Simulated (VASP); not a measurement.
Input of a VASP 6.6.1 run:

File INCAR:

```
  PREC = Accurate
  ENCUT = 600
  EDIFF = 1E-6
  ISMEAR = 0
  SIGMA = 0.1
  LREAL = F
  LASPH = T
  NELM = 120
  ALGO = Normal
  ISIF = 2
  LWAVE = F
  LCHARG = T
  GGA = PS
  LELF = T
  LVHAR = T
  NBANDS = 16
  GGA_COMPAT = F
```

The input KPOINTS:

```
regular mesh
0
Gamma
  4 4 4
```

Contents of POSCAR:

```
MgS
1.0
    4.1979968241      0.0000000000      0.0000000000
    0.0000000000      4.1979968241      0.0000000000
    0.0000000000      0.0000000000      5.4331979473
Mg S
2 2
Direct
    0.0000000000      0.0000000000      0.0000000000
    0.5000000000      0.5000000000      0.5000000000
    0.0000000000      0.5000000000      0.2500000000
    0.5000000000      1.0000000000      0.7500000000
```

Potentials or basis: VASP PAW PBE potentials, release 64 (Mg, S).

Launch:

```sh
$ cat potpaw_PBE.64/Mg/POTCAR potpaw_PBE.64/S/POTCAR > POTCAR
$ mpirun -np 1 vasp_std > vasp.out
```

Estimate the band gap on the k mesh.

2.88 eV.

Estimate the pressure.

-3.3 GPa.

Stress tensor (GPa, compression positive):
```
-3.79  0.00  0.00
 0.00 -3.79  0.00
 0.00  0.00 -2.28
```

Caveat: the cell stands under tension; the PAW data sets were made with another functional, which shifts forces and pressure a little.
